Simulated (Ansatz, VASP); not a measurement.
# One calculation of CaSe, two programs

INCAR

```
SYSTEM = CaSe
  ALGO = Normal
  EDIFF = 1E-7
  ENCUT = 520
  GGA = PE
  ISIF = 2
  ISMEAR = -1
  LASPH = .TRUE.
  LCHARG = .FALSE.
  LREAL = .FALSE.
  LWAVE = .FALSE.
  NBANDS = 15
  NELM = 80
  PREC = Accurate
  SIGMA = 0.02
```

Contents of KPOINTS:

```
k-points
0
G
  10 10 10
  0 0 0
```

The input POSCAR:

```
CaSe
1.0
    0.0000000000      2.9560000000      2.9560000000
    2.9560000000      0.0000000000      2.9560000000
    2.9560000000      2.9560000000      0.0000000000
Ca Se
1 1
Direct
    0.0000000000      0.0000000000      0.0000000000
    0.5000000000      0.5000000000      0.5000000000
```

Input for Ansatz:

```yaml
crystal:
  lattice:
    - [0.0, 2.956, 2.956]
    - [2.956, 0.0, 2.956]
    - [2.956, 2.956, 0.0]
  atoms:
    - { symbol: Ca, position: [0.0, 0.0, 0.0] }
    - { symbol: Se, position: [0.5, 0.5, 0.5] }
kpoints:
  mp_grid: { grid: [10, 10, 10] }
scf:
  occupations: { method: fermi_dirac, width: 0.02 }
hamiltonian:
  xc: pbe
  pseudopotentials: { kind: all_electron, lapw: { basis_error: 0.00025 } }
output:
  forces: true
  stress: true
  eigenvalues: true
```

Alike in both runs: task single point; functional PBE; k mesh 10 × 10 × 10; occupations fermi-dirac, width 0.02 eV; no spin polarisation.

|  | VASP | Ansatz |
| --- | --- | --- |
| version | VASP 6.6.1 | Ansatz 0.2.0 |
| potentials or method | VASP PAW PBE potentials, release 64 (Ca_sv, Se), cutoff 520 eV | all-electron LAPW, scalar-relativistic |

|  | VASP | Ansatz | Ansatz less VASP |
| --- | --- | --- | --- |
| gap on the k mesh at the Fermi level (eV) | 2.02 | 2.03 | +0.009 |
| pressure (GPa) | 1.3 | 1.2 | -0.18 |

Ansatz ran all-electron here, and VASP with PAW potentials.
